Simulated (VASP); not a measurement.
Crystal: Zr2C.

```
Zr C
1.0
     3.37554    0.00000    0.00000
    -1.68777    2.92330    0.00000
     0.00000    0.00000    5.23209
Zr C
2 1
Direct
  0.00000 0.00000 0.75000
  0.00000 0.00000 0.25000
  0.33333 0.66667 0.00000
```

This cell differs from its parent crystal: atoms taken out.

| Item | Value |
| --- | --- |
| Program | VASP 6.6.1 |
| Task | relaxation of cell and atoms |
| Functional | PBE |
| Potentials or basis | VASP PAW PBE potentials, release 64 (Zr_sv, C) |
| Cutoff | 600 eV |
| k mesh | 18 × 18 × 10 |
| Occupations | gaussian, width 0.1 eV |
| Spin | no spin polarisation |

At the start: pressure 2.9 GPa; volume 17.21 Å³/atom.

**Question.** Where does the relaxation end?

**Answer.** Over 11 steps the energy falls by 154.8 meV/atom and the volume is 17.40 Å³/atom (+1.1 %); space group P-6m2 (No. 187, to 0.1 Å) before and after.

The path:
| step | energy change (eV) | largest force (eV/Å) | pressure (GPa) | volume (Å³) |
| --- | --- | --- | --- | --- |
| 1 | 0.0000 | 0.1013 | 2.86 | 51.63 |
| 2 | -0.2730 | 1.6768 | -5.84 | 53.39 |
| 3 | -0.4204 | 0.9852 | -3.73 | 52.83 |
| 4 | -0.4200 | 0.6145 | 6.35 | 50.26 |
| 5 | -0.4597 | 0.2152 | 0.96 | 51.52 |
| 6 | -0.4642 | 0.0213 | 0.25 | 52.06 |
| 7 | -0.4643 | 0.0148 | 0.13 | 52.16 |
| 8 | -0.4644 | 0.0430 | -0.27 | 52.29 |
| 9 | -0.4644 | 0.0215 | -0.12 | 52.24 |
| 10 | -0.4645 | 0.0045 | 0.07 | 52.19 |
| 11 | -0.4645 | 0.0035 | 0.01 | 52.21 |

Final structure:
```
Zr C
1.0
     3.24895    0.00000    0.00000
    -1.62447    2.81367    0.00000
     0.00000    0.00000    5.71100
Zr C
2 1
Direct
  0.00000 0.00000 0.75556
  0.00000 0.00000 0.24444
  0.33333 0.66667 0.00000
```

Caveat: the cell differs from its parent crystal (atoms taken out).
